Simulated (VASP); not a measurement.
# LiOs (Pmma) in VASP: notebook, part 2 of 2

VASP 6.6.1. The steps go on from the part before.

## Step 3: Relaxation of cell and atoms, PBE

This run uses another cell than the first one, of 30.85 Å³/atom.

The input, INCAR:

```
SYSTEM = LiOs
ALGO = Normal
EDIFF = 1E-6
EDIFFG = -0.04
ENCUT = 600
GGA = PE
IBRION = 2
ISIF = 3
ISMEAR = 0
LASPH = .True.
LCHARG = .False.
LREAL = .False.
LWAVE = .False.
NELM = 80
NSW = 90
PREC = Accurate
SIGMA = 0.1
```

The input, KPOINTS:

```
k-points
0
Gamma
  4 6 2
  0 0 0
```

The input, POSCAR:

```
LiOs
1.0
    4.4352875100      0.0000000000      0.0000000000
    0.0000000000      3.1362218800      0.0000000000
    0.0000000000      0.0000000000      8.8705750200
Li Os
2 2
Direct
    0.7500000000      0.0000000000      0.3750000000
    0.2500000000      0.0000000000      0.6250000000
    0.7500000000      0.0000000000      0.8750000000
    0.2500000000      0.0000000000      0.1250000000
```

Potentials or basis: VASP PAW PBE potentials, release 64 (Li_sv, Os).

The run is started by

```sh
$ cat potpaw_PBE.64/Li_sv/POTCAR potpaw_PBE.64/Os/POTCAR > POTCAR
$ mpirun -np 1 vasp_std > vasp.out
```

OUTCAR:

```text
SYSTEM = LiOs
   EDIFF = 1E-6
   EDIFFG = -0.04
   ENCUT = 600
   GGA = PE
   IBRION = 2
   ISIF = 3
   ISMEAR = 0
   LASPH = .True.
   LREAL = .False.
   NELM = 80
   NSW = 90
   PREC = Accurate

 ion  position               nearest neighbor table
   1  0.750  0.000  0.375-
   2  0.250  0.000  0.625-
   3  0.750  0.000  0.875-   4 3.14   4 3.14
   4  0.250  0.000  0.125-   3 3.14   3 3.14

  LATTYP: Found a simple orthorhombic cell.
 ALAT       =     3.1362218800
 B/A-ratio  =     1.4142135600
 C/A-ratio  =     2.8284271201

  Lattice vectors:

 A1 = (   0.0000000000,  -3.1362218800,   0.0000000000)
 A2 = (   4.4352875100,   0.0000000000,   0.0000000000)
 A3 = (   0.0000000000,   0.0000000000,   8.8705750200)

Analysis of symmetry for initial positions (statically):
=====================================================================
 Subroutine PRICEL returns:
 Original cell was already a primitive cell.

 Routine SETGRP: Setting up the symmetry group for a
 simple orthorhombic supercell.

 Subroutine GETGRP returns: Found  8 space group operations
 (whereof  4 operations were pure point group operations)
 out of a pool of  8 trial point group operations.

The static configuration has the point symmetry C_2h.
[... 150 lines left out ...]
 non-spin polarized calculation
 Gauss-broadening in eV      SIGMA  =   0.10
  energy-cutoff  :      600.00
  volume of cell :      123.39
 maximum number of plane-waves:      4148
 NGX is ok and might be reduce to    36
   NGX = 17   NGY = 13   NGZ = 35

--------------------------------------- Ionic step        1  -------------------------------------------

 number of electron      22.0000002 magnetization

 Free energy of the ion-electron system (eV)
  ---------------------------------------------------
  ext. energy  EPLUGINS =         0.00000000
  ---------------------------------------------------
  free energy    TOTEN  =       -16.32117259 eV

  energy without entropy =      -16.25567682  energy(sigma->0) =      -16.28842470

 E-fermi :   0.2797     XC(G=0):  -7.8703

 val. band max:        0.2732222246   @ k =   0.5000   0.0000   0.0000
 cond. band min:       0.2811381359   @ k =   0.5000   0.3333   0.5000
 fundamental gap:      0.0079159112
 Fermi energy:         0.2796617139
[... 976 lines left out ...]
  FREE ENERGIE OF THE ION-ELECTRON SYSTEM (eV)
  ---------------------------------------------------
  free  energy   TOTEN  =       -23.1793016668 eV

  energy  without entropy=      -23.1668162966  energy(sigma->0) =      -23.17305898

[... ionic steps 4 to 21 ...]

--------------------------------------- Ionic step       22  -------------------------------------------

 number of electron      22.0000006 magnetization

------------------------ aborting loop because EDIFF is reached ----------------------------------------
[... 71 lines left out ...]
--------------------------------------- Ionic step       24  -------------------------------------------

 number of electron      22.0000006 magnetization

 Free energy of the ion-electron system (eV)
  ---------------------------------------------------
  ext. energy  EPLUGINS =         0.00000000
  ---------------------------------------------------
  free energy    TOTEN  =       -24.47548627 eV

  energy without entropy =      -24.46950064  energy(sigma->0) =      -24.47249345

 E-fermi :   4.9460     XC(G=0): -10.7388

 val. band max:        4.7346411377   @ k =   0.0000   0.0000   0.0000
 cond. band min:       4.9541020652   @ k =   0.2500   0.1667   0.0000
 fundamental gap:      0.2194609275
 Fermi energy:         4.9460088165
[... 461 lines left out ...]
  FREE ENERGIE OF THE ION-ELECTRON SYSTEM (eV)
  ---------------------------------------------------
  free  energy   TOTEN  =       -24.4754862687 eV

  energy  without entropy=      -24.4695006386  energy(sigma->0) =      -24.47249345

 reached required accuracy - stopping structural energy minimisation
```

OSZICAR:

```text
N       E                     dE             d eps       ncg     rms          rms(c)
DAV:   1     0.974516208755E+02    0.97452E+02   -0.97200E+03   720   0.145E+03
DAV:   2     0.422275282216E+00   -0.97029E+02   -0.93293E+02   832   0.332E+02
DAV:   3    -0.162930806032E+02   -0.16715E+02   -0.16247E+02  1433   0.785E+01
DAV:   4    -0.174693541660E+02   -0.11763E+01   -0.11633E+01   961   0.264E+01
[... 225 lines left out ...]
DAV:   2    -0.244756227606E+02    0.13801E-02   -0.59855E-03   889   0.579E-01    0.126E-01
DAV:   3    -0.244755134763E+02    0.10928E-03   -0.41077E-04  1034   0.132E-01    0.671E-02
DAV:   4    -0.244754887510E+02    0.24725E-04   -0.13488E-04   885   0.809E-02    0.110E-02
DAV:   5    -0.244754861669E+02    0.25841E-05   -0.21342E-05   998   0.285E-02    0.496E-03
DAV:   6    -0.244754862687E+02   -0.10179E-06   -0.12747E-06   461   0.905E-03
  24 F= -.24475486E+02 E0= -.24472493E+02  d E =-.298716E-03
```

It took 22 min on 1 thread of AMD EPYC 7R13, shared host; peak memory 0.28 GiB.

Results:

```yaml
Free_energy: -24.4755 eV
Relaxed_volume: 15.05 Å³/atom
Relaxed_cell: a = 4.509 Å, b = 2.506 Å, c = 5.329 Å, α = 90.00°, β = 90.00°, γ = 90.00°
Space_group_after_relaxing_to_0.1_Å: Pmma (No. 51)
Energy_gained_by_relaxing: 2038.6 meV/atom
Ionic_steps: 24
Pressure_after_relaxing: -0.2 GPa
Largest_force_after_relaxing: 0.022 eV/Å
Band_gap_on_the_k_mesh: zero (bands 11 and 12 overlap by 2.52 eV)
```

Forces in eV/Å, atoms in the order of the input:
```
Li   0.000  0.000 -0.022
Li   0.000  0.000  0.022
Os   0.000  0.000  0.007
Os   0.000  0.000 -0.007
```

Stress tensor (GPa, compression positive):
```
-0.25  0.00  0.00
 0.00 -0.31  0.00
 0.00  0.00  0.09
```

Step by step:
```
step  energy change (eV)  largest force (eV/Å)  pressure (GPa)  volume (Å³)
   1              0.0000                2.7779          -17.50       123.39
   2             -6.7182                1.0058           -7.61        72.34
   3             -6.8581                0.2065            1.14        67.54
   4             -6.8560                0.2278           -0.82        68.45
   5             -7.0250                0.1924           -1.16        68.14
   6             -7.4838                0.1481           -2.09        66.42
   7             -7.4481                1.6022            1.89        59.52
   8             -7.7544                0.5353           -2.94        64.93
   9             -7.8491                0.8140           -1.62        61.62
  10             -7.8776                0.4978           -3.06        63.72
  11             -7.9836                0.6310           -1.28        61.80
  12             -7.9866                0.7089           -0.79        61.42
  13             -8.0487                0.6379           -0.11        60.89
  14             -8.0955                0.3844            3.68        59.23
  15             -8.1048                0.4595            2.38        59.69
  16             -8.1288                0.3345           -1.50        61.00
  17             -8.1291                0.2765           -1.12        60.85
  18             -8.1432                0.0895           -0.16        60.58
  19             -8.1452                0.0302            0.40        60.43
  20             -8.1518                0.0210           -0.49        60.60
  21             -8.1523                0.0364           -0.72        60.66
  22             -8.1539                0.0956            0.36        60.09
  23             -8.1540                0.0708            0.10        60.21
  24             -8.1543                0.0218           -0.16        60.20
```

Final structure:
```yaml
crystal:
  lattice:
    - [4.50876, 0.00000, 0.00000]
    - [0.00000, 2.50565, 0.00000]
    - [0.00000, 0.00000, 5.32912]
  atoms:
    - { symbol: Li, position: [0.75000, 0.00000, 0.39290] }
    - { symbol: Li, position: [0.25000, 0.00000, 0.60710] }
    - { symbol: Os, position: [0.75000, 0.00000, 0.90119] }
    - { symbol: Os, position: [0.25000, 0.00000, 0.09881] }
```

Caveat: the cutoff is under 1.25 times the usual one of these potentials, so pressure, stress and relaxed cells hold a basis-set (Pulay) error; the volume moved by over 15 % at a fixed basis, so the end points are rough; spin-orbit coupling is left out, which moves the levels of the heavy elements.

The gap in the log of VASP goes by the Fermi energy; the results here count the filled bands.